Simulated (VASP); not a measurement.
A run of VASP 6.6.1:

File INCAR:

```
ALGO = Normal ; EDIFF = 1E-6
ENCUT = 520 ; ISIF = 2
ISMEAR = 0 ; LASPH = True
LCHARG = False ; LREAL = False
LWAVE = False ; NBANDS = 16
NELM = 80 ; PREC = Accurate
SIGMA = 0.1
```

Contents of KPOINTS:

```
k-points
0
Gamma
  6 6 6
```

File POSCAR:

```
CdSe
1.0
    0.0000000000      3.0702712000      3.0702712000
    3.0702712000      0.0000000000      3.0702712000
    3.0702712000      3.0702712000      0.0000000000
Cd Se
1 1
Direct
    0.0000000000      0.0000000000      0.0000000000
    0.2500000000      0.2500000000      0.2500000000
```

Potentials or basis: VASP PAW LDA potentials, release 64 (Cd, Se).

Launch:

```console
$ cat potpaw_LDA.64/Cd/POTCAR potpaw_LDA.64/Se/POTCAR > POTCAR
$ mpirun -np 1 vasp_std > vasp.out
```

Hardware: 1 thread of Intel Xeon 8259CL, with other jobs on the host.

Estimate the wall time of this run.

It took 13 s on 1 thread of Intel Xeon 8259CL (shared host), peak memory 0.16 GiB. Counts: scf iterations 12, k points 16.
